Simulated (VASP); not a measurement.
A run of VASP 6.6.1 is set up as follows.

The input INCAR:

```
ALGO = Normal ; EDIFF = 1E-6
ENCUT = 520 ; GGA = PS
ISIF = 2 ; ISMEAR = 0
LASPH = T ; LCHARG = F
LREAL = F ; LWAVE = F
NBANDS = 18 ; NELM = 80
PREC = Accurate ; SIGMA = 0.05
```

File KPOINTS:

```
k-points
0
Gamma
  8 8 8
```

POSCAR

```
HfO2
1.0
    0.0000000000      2.5220673956      2.5220673956
    2.5220673956      0.0000000000      2.5220673956
    2.5220673956      2.5220673956      0.0000000000
Hf O
1 2
Direct
    0.0000000000      0.0000000000      0.0066105877
    0.2500000000      0.2500000000      0.2131254898
    0.7500000000      0.7500000000      0.7131254898
```

Potentials or basis: VASP PAW PBE potentials, release 64 (Hf_pv, O).

The run is started by

```bash
$ cat potpaw_PBE.64/Hf_pv/POTCAR potpaw_PBE.64/O/POTCAR > POTCAR
$ mpirun -np 1 vasp_std > vasp.out
```

Question: What does it give for the pressure?

Answer: -0.9 GPa.

Question: What does it give for the largest force?

Answer: 1.042 eV/Å.

Forces on the atoms (eV/Å):
```
Hf  -0.737 -0.737  0.000
O    0.368  0.368  0.299
O    0.368  0.368 -0.299
```

Caveat: the cell differs from its parent crystal (mode 4 frozen in at -0.093 Å and mode 5 at -0.093 Å (largest displacements)); the PAW data sets were made with another functional, which shifts forces and pressure a little.
